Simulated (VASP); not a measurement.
# CdGeS3 (Pm-3m) in VASP: notebook, part 2 of 2

VASP 6.6.1.

## Step 4: Single point, PBE

This run uses another cell than the first one, of 22.32 Å³/atom, 1.048 times its volume.

The input, INCAR:

```
  PREC = Accurate
  ENCUT = 520
  EDIFF = 1E-6
  ISMEAR = 0
  SIGMA = 0.1
  LREAL = False
  LASPH = True
  NELM = 100
  ALGO = Normal
  ISIF = 2
  LWAVE = False
  LCHARG = True
  GGA = PE
  LELF = True
  LVHAR = True
  NBANDS = 30
```

The input, KPOINTS:

```
Automatic mesh
0
Gamma
  4 4 4
```

The input, POSCAR:

```
CdGeS3
1.0
    4.8146489900      0.0000000000      0.0000000000
    0.0000000000      4.8146489900      0.0000000000
    0.0000000000      0.0000000000      4.8146489900
Cd Ge S
1 1 3
Direct
    0.0000000000      0.0000000000      0.0000000000
    0.5000000000      0.5000000000      0.5000000000
    0.0000000000      0.5000000000      0.5000000000
    0.5000000000      0.0000000000      0.5000000000
    0.5000000000      0.5000000000      0.0000000000
```

Potentials or basis: VASP PAW PBE potentials, release 64 (Cd, Ge_d, S).

Command:

```
cat potpaw_PBE.64/Cd/POTCAR potpaw_PBE.64/Ge_d/POTCAR potpaw_PBE.64/S/POTCAR > POTCAR
mpirun -np 1 vasp_std > vasp.out
```

OUTCAR:

```text
PREC = Accurate
   ENCUT = 520
   EDIFF = 1E-6
   ISMEAR = 0
   LREAL = False
   LASPH = True
   NELM = 100
   ISIF = 2
   GGA = PE

 ion  position               nearest neighbor table
   1  0.000  0.000  0.000-
   2  0.500  0.500  0.500-   3 2.41   4 2.41   5 2.41   5 2.41   4 2.41   3 2.41
   3  0.000  0.500  0.500-   2 2.41   2 2.41
   4  0.500  0.000  0.500-   2 2.41   2 2.41
   5  0.500  0.500  0.000-   2 2.41   2 2.41

  LATTYP: Found a simple cubic cell.
 ALAT       =     4.8146489900

  Lattice vectors:

 A1 = (   4.8146489900,   0.0000000000,   0.0000000000)
 A2 = (   0.0000000000,   4.8146489900,   0.0000000000)
 A3 = (   0.0000000000,   0.0000000000,   4.8146489900)

Analysis of symmetry for initial positions (statically):
=====================================================================
 Subroutine PRICEL returns:
 Original cell was already a primitive cell.

 Routine SETGRP: Setting up the symmetry group for a
 simple cubic supercell.

 Subroutine GETGRP returns: Found 48 space group operations
 (whereof 48 operations were pure point group operations)
 out of a pool of 48 trial point group operations.

The static configuration has the point symmetry O_h .

Analysis of symmetry for dynamics (positions and initial velocities):
=====================================================================
 Subroutine PRICEL returns:
 Original cell was already a primitive cell.

 Routine SETGRP: Setting up the symmetry group for a
 simple cubic supercell.

 Subroutine GETGRP returns: Found 48 space group operations
 (whereof 48 operations were pure point group operations)
 out of a pool of 48 trial point group operations.

The dynamic configuration has the point symmetry O_h .

 Subroutine INISYM returns: Found 48 space group operations
 (whereof 48 operations are pure point group operations),
 and found     1 'primitive' translations

----------------------------------------------------------------------------------------

                                     Primitive cell

  volume of cell :     111.6076

  direct lattice vectors                    reciprocal lattice vectors
     4.814648990  0.000000000  0.000000000     0.207699461  0.000000000  0.000000000
     0.000000000  4.814648990  0.000000000     0.000000000  0.207699461  0.000000000
     0.000000000  0.000000000  4.814648990     0.000000000  0.000000000  0.207699461

  length of vectors
     4.814648990  4.814648990  4.814648990     0.207699461  0.207699461  0.207699461

  position of ions in fractional coordinates (direct lattice)
     0.000000000  0.000000000  0.000000000
     0.500000000  0.500000000  0.500000000
     0.000000000  0.500000000  0.500000000
     0.500000000  0.000000000  0.500000000
     0.500000000  0.500000000  0.000000000

  ion indices of the primitive-cell ions
   primitive index   ion index
                 1           1
                 2           2
                 3           3
                 4           4
                 5           5

----------------------------------------------------------------------------------------

 KPOINTS: Automatic mesh
[... 22 lines left out ...]

 Following reciprocal coordinates:
            Coordinates               Weight
  0.000000  0.000000  0.000000      1.000000
  0.250000  0.000000  0.000000      6.000000
  0.500000  0.000000  0.000000      3.000000
  0.250000  0.250000  0.000000     12.000000
  0.500000  0.250000  0.000000     12.000000
  0.500000  0.500000  0.000000      3.000000
  0.250000  0.250000  0.250000      8.000000
  0.500000  0.250000  0.250000     12.000000
  0.500000  0.500000  0.250000      6.000000
  0.500000  0.500000  0.500000      1.000000
   k-points           NKPTS =     10   k-points in BZ     NKDIM =     10   number of bands    NBANDS=     30
   number of dos      NEDOS =    301   number of ions     NIONS =      5
   total plane-waves  NPLWV =  46656
   dimension x,y,z NGX =    36 NGY =   36 NGZ =   36
   dimension x,y,z NGXF=    72 NGYF=   72 NGZF=   72
   ions per type =               1   1   3
   NGX,Y,Z   is equivalent  to a cutoff of  12.43, 12.43, 12.43 a.u.
   NGXF,Y,Z  is equivalent  to a cutoff of  24.86, 24.86, 24.86 a.u.
 SYSTEM =  unknown system
   PREC   = accura    normal or accurate (medium, high low for compatibility)
   ISTART =      0    job   : 0-new  1-cont  2-samecut
   ICHARG =      2    charge: 1-file 2-atom 10-const
   ISPIN  =      1    spin polarized calculation?
   LNONCOLLINEAR =      F non collinear calculations
   LSORBIT =      F    spin-orbit coupling
   LASPH  =      T    aspherical Exc in radial PAW
   ENCUT  =  520.0 eV  38.22 Ry    6.18 a.u.   8.95  8.95  8.95*2*pi/ulx,y,z
   NELM   =    100;   NELMIN=  2; NELMDL= -5     # of ELM steps
   EDIFF  = 0.1E-05   stopping-criterion for ELM
   LREAL  =      F    real-space projection
   EDIFFG = 0.1E-04   stopping-criterion for IOM
   NSW    =      0    number of steps for IOM
   IBRION =     -1    ionic relax: 0-MD 1-quasi-New 2-CG
   NFREE  =      0    steps in history (QN), initial steepest desc. (CG)
   ISIF   =      2    stress and relaxation
   ISYM   =      2    0-nonsym 1-usesym 2-fastsym
   POTIM  = 0.5000    time-step for ionic-motion
   TEBEG  =    0.0;   TEEND  =   0.0 temperature during run
   PSTRESS=    0.0 pullay stress
   NELECT =      44.0000    total number of electrons
   NUPDOWN=      -1.0000    fix difference up-down
   EMIN   =  10.00;   EMAX   =-10.00  energy-range for DOS
   EFERMI =   0.00;   METHOD = LEGACY
   ISMEAR =     0;   SIGMA  =   0.10  broadening in eV -4-tet -1-fermi 0-gaus
   EFERMI_NEDOS =   21; number of points for ismear=-14 and -15
   IALGO  =     38    algorithm
   IMIX   =      4    mixing-type and parameters
     AMIX     =   0.40;   BMIX     =  1.00
     AMIX_MAG =   1.60;   BMIX_MAG =  1.00
  volume/ion in A,a.u.               =      22.32       150.63
  Fermi-wavevector in a.u.,A,eV,Ry     =   1.200405  2.268436 19.605613  1.440972
  Thomas-Fermi vector in A             =   2.336242
   LORBIT       =      0    0 simple, 1 ext, 2 COOP (PROOUT), +10 PAW based schemes
   GGA     = PE    functional components
   LHFCALC =     F    Hartree Fock is set to
   AEXX    =    0.0000 exact exchange contribution
   IVDW    =     0    specifies the selected vdW correction
   LEPSILON=     F    determine dielectric tensor
   LRPA    =     F    only Hartree local field effects (RPA)
 non-spin polarized calculation
 Gauss-broadening in eV      SIGMA  =   0.10
  energy-cutoff  :      520.00
  volume of cell :      111.61
 maximum number of plane-waves:      3024
 NGX is ok and might be reduce to    36
   NGX = 17   NGY = 17   NGZ = 17

 number of electron      43.9999967 magnetization

 Free energy of the ion-electron system (eV)
  ---------------------------------------------------
  ext. energy  EPLUGINS =         0.00000000
  ---------------------------------------------------
  free energy    TOTEN  =       -16.34069098 eV

  energy without entropy =      -16.30324429  energy(sigma->0) =      -16.32196763

 E-fermi :   2.9442     XC(G=0):  -9.7317

 val. band max:        2.9188652207   @ k =   0.5000   0.5000   0.2500
 cond. band min:       3.0582990669   @ k =   0.5000   0.2500   0.2500
 fundamental gap:      0.1394338462
 Fermi energy:         2.9442174509

 k-point     1 :       0.0000    0.0000    0.0000
  band No.  band energies     occupation
      1     -21.6691      2.00000
      2     -21.6691      2.00000
      3     -21.6148      2.00000
      4     -21.6148      2.00000
      5     -21.6148      2.00000
      6     -11.0580      2.00000
[... 319 lines left out ...]
     29      10.2505      0.00000
     30      10.2505      0.00000

------------------------ aborting loop because EDIFF is reached ----------------------------------------

  FORCE on cell =-STRESS in cart. coord.  units (eV):
  Direction    XX          YY          ZZ          XY          YZ          ZX
  --------------------------------------------------------------------------------------
  -------------------------------------------------------------------------------------
  Total       -1.5901011     -1.5901011     -1.5901011     -0.0000000      0.0000000      0.0000000
  in kB      -22.8266108    -22.8266108    -22.8266108     -0.0000000      0.0000000      0.0000000
  external PRESSURE =     -22.8266108 kB  Pullay stress =       0.0000000 kB

 VOLUME and BASIS-vectors are now :
 -----------------------------------------------------------------------------
  energy-cutoff  :      520.00
  volume of cell :      111.61
      direct lattice vectors                 reciprocal lattice vectors
     4.814648990  0.000000000  0.000000000     0.207699461  0.000000000  0.000000000
     0.000000000  4.814648990  0.000000000     0.000000000  0.207699461  0.000000000
     0.000000000  0.000000000  4.814648990     0.000000000  0.000000000  0.207699461

 POSITION                                       TOTAL-FORCE (eV/Angst)
 -----------------------------------------------------------------------------------
      0.00000      0.00000      0.00000         0.000000      0.000000      0.000000
      2.40732      2.40732      2.40732         0.000000      0.000000      0.000000
      0.00000      2.40732      2.40732         0.000000      0.000000      0.000000
      2.40732      0.00000      2.40732         0.000000      0.000000      0.000000
      2.40732      2.40732      0.00000         0.000000      0.000000      0.000000
 -----------------------------------------------------------------------------------
    total drift:                                0.000000      0.000000      0.000000

  FREE ENERGIE OF THE ION-ELECTRON SYSTEM (eV)
  ---------------------------------------------------
  free  energy   TOTEN  =       -16.3406909804 eV

  energy  without entropy=      -16.3032442891  energy(sigma->0) =      -16.32196763
```

stdout:

```text
POSCAR found type information on POSCAR CdGeS
 POSCAR found :  3 types and       5 ions
 scaLAPACK will be used
 LDA part: xc-table for (Slater+PW92), standard interpolation
 POSCAR, INCAR and KPOINTS ok, starting setup
 FFT: planning ... GRIDC
 FFT: planning ... GRID_SOFT
 FFT: planning ... GRID
 WAVECAR not read
 entering main loop
```

Wall time 14 s (1 thread of Intel Xeon 6975P-C (Granite Rapids), shared host); peak memory 0.21 GiB.

What came out:

* Free energy: -16.3407 eV
* Pressure: -2.3 GPa
* Band gap on the k mesh: zero (band 22 reaches 3.58 eV, above the bottom of band 23 at 2.30 eV)

## Step 5: Summary

```tsv
task	cell	k mesh	cutoff (eV)	gap on the mesh (eV)	pressure (GPa)
single point	a = 4.740 Å, 5 atoms	8 × 8 × 8	520	none	0.0
relaxation of cell and atoms	relaxed from a = 4.815 Å, 5 atoms	8 × 8 × 8	600	none	0.0
single point	a = 4.815 Å, 5 atoms	4 × 4 × 4	520	none	-2.3
```

Alike in all rows: level PBE; potentials or basis VASP PAW PBE potentials, release 64 (Cd, Ge_d, S); no spin polarisation; smearing gaussian 0.1 eV.

Total energies depend on the potentials used, so only differences within one code and one set of settings carry meaning.
